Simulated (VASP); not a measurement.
# GaSb (sol) (F-43m) in VASP: a series of runs

GaSb (sol) is run at these levels: PBEsol; tasks: single point, relaxation of cell and atoms.

Program: VASP 6.6.1. These are calculated values, not measurements. Logs are shortened: lines on timing, memory, paths and dates and some standing lists are left out, and cuts for length are marked.

### 1 The cell of the first run

Symmetry: F-43m, No. 216, cubic system. Conventional cell: a = 6.112 Å, b = 6.112 Å, c = 6.112 Å, α = 90.00°, β = 90.00°, γ = 90.00°. Within 3.5 Å of Ga (site symmetry -43m) lie 4 Sb at 2.65 Å. Sb (site symmetry -43m) has 4 Ga at 2.65 Å within 3.5 Å.

### 2 Single point, PBEsol

Contents of INCAR:

```
SYSTEM = GaSb
PREC = Accurate
ENCUT = 520
EDIFF = 1E-7
ISMEAR = 0
SIGMA = 0.01
LREAL = .False.
LASPH = .True.
NELM = 80
ALGO = Normal
ISIF = 2
LWAVE = .False.
LCHARG = .False.
GGA = PS
NBANDS = 16
```

Contents of KPOINTS:

```
regular mesh
0
Gamma
  10 10 10
  0 0 0
```

Contents of POSCAR:

```
GaSb
1.0
    0.0000000000      3.0558950467      3.0558950467
    3.0558950467      0.0000000000      3.0558950467
    3.0558950467      3.0558950467      0.0000000000
Ga Sb
1 1
Direct
    0.0000000000      0.0000000000      0.0000000000
    0.2500000000      0.2500000000      0.2500000000
```

Potentials or basis: VASP PAW PBE potentials, release 64 (Ga_d, Sb).

Started as:

```
$ cat potpaw_PBE.64/Ga_d/POTCAR potpaw_PBE.64/Sb/POTCAR > POTCAR
$ mpirun -np 1 vasp_std > vasp.out
```

OUTCAR:

```text
SYSTEM = GaSb
   PREC = Accurate
   ENCUT = 520
   EDIFF = 1E-7
   ISMEAR = 0
   LREAL = .False.
   LASPH = .True.
   NELM = 80
   ISIF = 2
   GGA = PS

 ion  position               nearest neighbor table
   1  0.000  0.000  0.000-   2 2.65   2 2.65   2 2.65   2 2.65
   2  0.250  0.250  0.250-   1 2.65   1 2.65   1 2.65   1 2.65

  LATTYP: Found a face centered cubic cell.
 ALAT       =     6.1117900934

  Lattice vectors:

 A1 = (   0.0000000000,   3.0558950467,   3.0558950467)
 A2 = (   3.0558950467,   0.0000000000,   3.0558950467)
 A3 = (   3.0558950467,   3.0558950467,   0.0000000000)

Analysis of symmetry for initial positions (statically):
=====================================================================
 Subroutine PRICEL returns:
 Original cell was already a primitive cell.

 Routine SETGRP: Setting up the symmetry group for a
 face centered cubic supercell.

 Subroutine GETGRP returns: Found 24 space group operations
 (whereof 24 operations were pure point group operations)
 out of a pool of 48 trial point group operations.

The static configuration has the point symmetry T_d .

Analysis of symmetry for dynamics (positions and initial velocities):
=====================================================================
 Subroutine PRICEL returns:
 Original cell was already a primitive cell.

 Routine SETGRP: Setting up the symmetry group for a
 face centered cubic supercell.

 Subroutine GETGRP returns: Found 24 space group operations
 (whereof 24 operations were pure point group operations)
 out of a pool of 48 trial point group operations.

The dynamic configuration has the point symmetry T_d .

 Subroutine INISYM returns: Found 24 space group operations
 (whereof 24 operations are pure point group operations),
 and found     1 'primitive' translations

----------------------------------------------------------------------------------------

                                     Primitive cell

  volume of cell :      57.0749

  direct lattice vectors                    reciprocal lattice vectors
     0.000000000  3.055895047  3.055895047    -0.163618185  0.163618185  0.163618185
     3.055895047  0.000000000  3.055895047     0.163618185 -0.163618185  0.163618185
     3.055895047  3.055895047  0.000000000     0.163618185  0.163618185 -0.163618185

  length of vectors
     4.321688220  4.321688220  4.321688220     0.283395009  0.283395009  0.283395009

  position of ions in fractional coordinates (direct lattice)
     0.000000000  0.000000000  0.000000000
     0.250000000  0.250000000  0.250000000

  ion indices of the primitive-cell ions
   primitive index   ion index
                 1           1
                 2           2

----------------------------------------------------------------------------------------

 KPOINTS: regular mesh

Automatic generation of k-mesh.
 Grid dimensions read from file:
 generate k-points for:   10   10   10

 Generating k-lattice:

  Cartesian coordinates                     Fractional coordinates (reciprocal lattice)
    -0.016361818  0.016361818  0.016361818     0.100000000  0.000000000  0.000000000
     0.016361818 -0.016361818  0.016361818     0.000000000  0.100000000  0.000000000
     0.016361818  0.016361818 -0.016361818     0.000000000  0.000000000  0.100000000

  Length of vectors
     0.028339501  0.028339501  0.028339501

  Shift w.r.t. Gamma in fractional coordinates (k-lattice)
     0.000000000  0.000000000  0.000000000

 Subroutine IBZKPT returns following result:
 ===========================================

 Found     47 irreducible k-points:

 Following reciprocal coordinates:
            Coordinates               Weight
  0.000000  0.000000  0.000000      1.000000
  0.100000  0.000000  0.000000      8.000000
  0.200000  0.000000  0.000000      8.000000
  0.300000  0.000000  0.000000      8.000000
  0.400000  0.000000  0.000000      8.000000
  0.500000  0.000000  0.000000      4.000000
[... 16 lines left out ...]
  0.300000  0.300000  0.000000      6.000000
  0.400000  0.300000  0.000000     24.000000
 [... further k-points ...]
   k-points           NKPTS =     47   k-points in BZ     NKDIM =     47   number of bands    NBANDS=     16
   number of dos      NEDOS =    301   number of ions     NIONS =      2
   total plane-waves  NPLWV =  32768
   dimension x,y,z NGX =    32 NGY =   32 NGZ =   32
   dimension x,y,z NGXF=    64 NGYF=   64 NGZF=   64
   ions per type =               1   1
   NGX,Y,Z   is equivalent  to a cutoff of  12.31, 12.31, 12.31 a.u.
   NGXF,Y,Z  is equivalent  to a cutoff of  24.62, 24.62, 24.62 a.u.
 SYSTEM =  GaSb
   PREC   = accura    normal or accurate (medium, high low for compatibility)
   ISTART =      0    job   : 0-new  1-cont  2-samecut
   ICHARG =      2    charge: 1-file 2-atom 10-const
   ISPIN  =      1    spin polarized calculation?
   LNONCOLLINEAR =      F non collinear calculations
   LSORBIT =      F    spin-orbit coupling
   LASPH  =      T    aspherical Exc in radial PAW
   ENCUT  =  520.0 eV  38.22 Ry    6.18 a.u.   8.04  8.04  8.04*2*pi/ulx,y,z
   NELM   =     80;   NELMIN=  2; NELMDL= -5     # of ELM steps
   EDIFF  = 0.1E-06   stopping-criterion for ELM
   LREAL  =      F    real-space projection
   EDIFFG = 0.1E-05   stopping-criterion for IOM
   NSW    =      0    number of steps for IOM
   IBRION =     -1    ionic relax: 0-MD 1-quasi-New 2-CG
   NFREE  =      0    steps in history (QN), initial steepest desc. (CG)
   ISIF   =      2    stress and relaxation
   ISYM   =      2    0-nonsym 1-usesym 2-fastsym
   POTIM  = 0.5000    time-step for ionic-motion
   TEBEG  =    0.0;   TEEND  =   0.0 temperature during run
   PSTRESS=    0.0 pullay stress
   NELECT =      18.0000    total number of electrons
   NUPDOWN=      -1.0000    fix difference up-down
   EMIN   =  10.00;   EMAX   =-10.00  energy-range for DOS
   EFERMI =   0.00;   METHOD = LEGACY
   ISMEAR =     0;   SIGMA  =   0.01  broadening in eV -4-tet -1-fermi 0-gaus
   EFERMI_NEDOS =   21; number of points for ismear=-14 and -15
   IALGO  =     38    algorithm
   IMIX   =      4    mixing-type and parameters
     AMIX     =   0.40;   BMIX     =  1.00
     AMIX_MAG =   1.60;   BMIX_MAG =  1.00
  volume/ion in A,a.u.               =      28.54       192.58
  Fermi-wavevector in a.u.,A,eV,Ry     =   1.114339  2.105795 16.895046  1.241751
  Thomas-Fermi vector in A             =   2.250933
   LORBIT       =      0    0 simple, 1 ext, 2 COOP (PROOUT), +10 PAW based schemes
   GGA     = PS    functional components
   LHFCALC =     F    Hartree Fock is set to
   AEXX    =    0.0000 exact exchange contribution
   IVDW    =     0    specifies the selected vdW correction
   LEPSILON=     F    determine dielectric tensor
   LRPA    =     F    only Hartree local field effects (RPA)
 non-spin polarized calculation
 Gauss-broadening in eV      SIGMA  =   0.01
  energy-cutoff  :      520.00
  volume of cell :       57.07
 maximum number of plane-waves:      1572
   NGX = 17   NGY = 17   NGZ = 17

 number of electron      17.9999985 magnetization

 Free energy of the ion-electron system (eV)
  ---------------------------------------------------
  ext. energy  EPLUGINS =         0.00000000
  ---------------------------------------------------
  free energy    TOTEN  =        -8.15338120 eV

  energy without entropy =       -8.15336846  energy(sigma->0) =       -8.15337483

 E-fermi :   4.7705     XC(G=0):  -9.2800

 val. band max:        4.7616140476   @ k =   0.0000   0.0000   0.0000
 cond. band min:       4.7738890599   @ k =   0.0000   0.0000   0.0000
 fundamental gap:      0.0122750123
 Fermi energy:         4.7704794416

 k-point     1 :       0.0000    0.0000    0.0000
  band No.  band energies     occupation
      1     -10.2420      2.00000
      2     -10.2420      2.00000
      3     -10.2420      2.00000
      4     -10.1912      2.00000
      5     -10.1912      2.00000
      6      -6.7633      2.00000
[... 8 lines left out ...]
     15      13.3679      0.00000
     16      13.3679      0.00000

 k-point     2 :       0.1000    0.0000    0.0000
  band No.  band energies     occupation
      1     -10.2448      2.00000
      2     -10.2408      2.00000
      3     -10.2408      2.00000
      4     -10.1914      2.00000
      5     -10.1914      2.00000
      6      -6.6599      2.00000
[... 8 lines left out ...]
     15      12.6922      0.00000
     16      12.6922      0.00000

 k-point     3 :       0.2000    0.0000    0.0000
  band No.  band energies     occupation
      1     -10.2522      2.00000
      2     -10.2378      2.00000
      3     -10.2378      2.00000
      4     -10.1916      2.00000
      5     -10.1916      2.00000
      6      -6.3587      2.00000
[... 8 lines left out ...]
     15      12.2570      0.00000
     16      12.2570      0.00000

 k-point     4 :       0.3000    0.0000    0.0000
  band No.  band energies     occupation
      1     -10.2611      2.00000
      2     -10.2343      2.00000
      3     -10.2343      2.00000
      4     -10.1915      2.00000
      5     -10.1915      2.00000
      6      -5.8968      2.00000
[... 8 lines left out ...]
     15      12.5644      0.00000
     16      12.5644      0.00000
[... 324 lines left out ...]
 k-point    22 :      -0.2000    0.2000    0.0000
  band No.  band energies     occupation
      1     -10.2645      2.00000
      2     -10.2329      2.00000
      3     -10.2312      2.00000
      4     -10.1932      2.00000
      5     -10.1912      2.00000
      6      -5.7330      2.00000
[... 8 lines left out ...]
     15      13.5040      0.00000
     16      14.0409      0.00000

 k-point    23 :       0.3000    0.3000    0.0000
  band No.  band energies     occupation
      1     -10.2738      2.00000
      2     -10.2257      2.00000
      3     -10.2257      2.00000
      4     -10.1987      2.00000
      5     -10.1884      2.00000
      6      -5.5744      2.00000
[... 8 lines left out ...]
     15      14.5260      0.00000
     16      14.6864      0.00000

 k-point    24 :       0.4000    0.3000    0.0000
  band No.  band energies     occupation
      1     -10.2791      2.00000
      2     -10.2231      2.00000
      3     -10.2226      2.00000
      4     -10.1999      2.00000
      5     -10.1881      2.00000
      6      -5.1441      2.00000
[... 8 lines left out ...]
     15      15.1056      0.00000
     16      15.1442      0.00000

 [... further k-points ...]

------------------------ aborting loop because EDIFF is reached ----------------------------------------

  FORCE on cell =-STRESS in cart. coord.  units (eV):
  Direction    XX          YY          ZZ          XY          YZ          ZX
  --------------------------------------------------------------------------------------
  -------------------------------------------------------------------------------------
  Total        0.0246174      0.0246174      0.0246174      0.0000000      0.0000000      0.0000000
  in kB        0.6910458      0.6910458      0.6910458      0.0000000      0.0000000      0.0000000
  external PRESSURE =       0.6910458 kB  Pullay stress =       0.0000000 kB

 VOLUME and BASIS-vectors are now :
 -----------------------------------------------------------------------------
  energy-cutoff  :      520.00
  volume of cell :       57.07
      direct lattice vectors                 reciprocal lattice vectors
     0.000000000  3.055895047  3.055895047    -0.163618185  0.163618185  0.163618185
     3.055895047  0.000000000  3.055895047     0.163618185 -0.163618185  0.163618185
     3.055895047  3.055895047  0.000000000     0.163618185  0.163618185 -0.163618185

 POSITION                                       TOTAL-FORCE (eV/Angst)
 -----------------------------------------------------------------------------------
      0.00000      0.00000      0.00000        -0.000000      0.000000     -0.000000
      1.52795      1.52795      1.52795         0.000000     -0.000000      0.000000
 -----------------------------------------------------------------------------------
    total drift:                                0.000000      0.000000      0.000000

  FREE ENERGIE OF THE ION-ELECTRON SYSTEM (eV)
  ---------------------------------------------------
  free  energy   TOTEN  =        -8.1533811962 eV

  energy  without entropy=       -8.1533684618  energy(sigma->0) =       -8.15337483
```

Wall time 12 s (1 thread of Intel Xeon 6975P-C (Granite Rapids), shared host); peak memory 0.18 GiB.

What came out:

| Property | Result |
| --- | --- |
| Free energy | -8.1534 eV |
| Pressure | 0.1 GPa |

Caveat: the PAW data sets were made with another functional, which shifts forces and pressure a little; spin-orbit coupling is left out, which moves the levels of the heavy elements.

### 3 Relaxation of cell and atoms, PBEsol

This run uses another cell than the first one, of 28.32 Å³/atom, 0.992 times its volume.

Contents of INCAR:

```
SYSTEM = GaSb
PREC = Accurate
ENCUT = 600
EDIFF = 1E-6
ISMEAR = 0
SIGMA = 0.1
LREAL = .FALSE.
LASPH = .TRUE.
NELM = 60
ALGO = Normal
ISIF = 3
LWAVE = .FALSE.
LCHARG = .FALSE.
GGA = PS
IBRION = 2
NSW = 100
EDIFFG = -0.002
```

Contents of KPOINTS:

```
Automatic mesh
0
G
  10 10 10
  0 0 0
```

Contents of POSCAR:

```
GaSb
1.0
    0.0000000000      3.0480000000      3.0480000000
    3.0480000000      0.0000000000      3.0480000000
    3.0480000000      3.0480000000      0.0000000000
Ga Sb
1 1
Direct
    0.0000000000      0.0000000000      0.0000000000
    0.2500000000      0.2500000000      0.2500000000
```

Potentials or basis: VASP PAW PBE potentials, release 64 (Ga_d, Sb).

Started as:

```
$ cat potpaw_PBE.64/Ga_d/POTCAR potpaw_PBE.64/Sb/POTCAR > POTCAR
$ mpirun -np 1 vasp_std > vasp.out
```

Run time: 37 s. Hardware: 1 thread of Intel Xeon 6975P-C (Granite Rapids), shared host; peak memory 0.22 GiB.

The run converged. Its results:

- Free energy: -8.1534 eV
- Relaxed volume: 28.58 Å³/atom
- Relaxed cell: a = 4.324 Å, b = 4.324 Å, c = 4.324 Å, α = 60.00°, β = 60.00°, γ = 60.00°
- Space group after relaxing (to 0.05 Å): F-43m (No. 216)
- Energy gained by relaxing: 0.4 meV/atom
- Ionic steps: 3
- Pressure after relaxing: 0.0 GPa

The path:
| step | energy change (eV) | largest force (eV/Å) | pressure (GPa) | volume (Å³) |
| --- | --- | --- | --- | --- |
| 1 | 0.0000 | 0.0000 | 0.46 | 56.63 |
| 2 | -0.0007 | 0.0000 | -0.13 | 57.31 |
| 3 | -0.0007 | 0.0000 | 0.00 | 57.15 |

Final structure:
```cif
data_structure
_symmetry_space_group_name_H-M 'P 1'
_symmetry_Int_Tables_number 1
_cell_length_a 4.3236
_cell_length_b 4.3236
_cell_length_c 4.3236
_cell_angle_alpha 60.000
_cell_angle_beta 60.000
_cell_angle_gamma 60.000
_cell_volume 57.15
loop_
_atom_site_label
_atom_site_type_symbol
_atom_site_fract_x
_atom_site_fract_y
_atom_site_fract_z
_atom_site_occupancy
Ga1 Ga 0.00000 0.00000 0.00000 1
Sb1 Sb 0.25000 0.25000 0.25000 1
```

Levels at points of the mesh, in eV from the Fermi level:
```csv
k point,band 5,band 6,band 7,band 8,band 9,band 10,band 11,band 12,band 13
"(0.00, 0.00, 0.00)",-15.00,-11.56,-0.05,-0.05,-0.05,-0.05,2.71,2.71,2.71
"(0.50, 0.00, 0.00)",-15.00,-9.93,-6.45,-1.21,-1.21,0.30,3.67,3.67,6.27
"(0.50, 0.50, 0.00)",-15.00,-9.10,-6.89,-2.64,-2.64,0.79,1.11,8.63,8.63
```

Caveat: the PAW data sets were made with another functional, which shifts forces and pressure a little; spin-orbit coupling is left out, which moves the levels of the heavy elements.
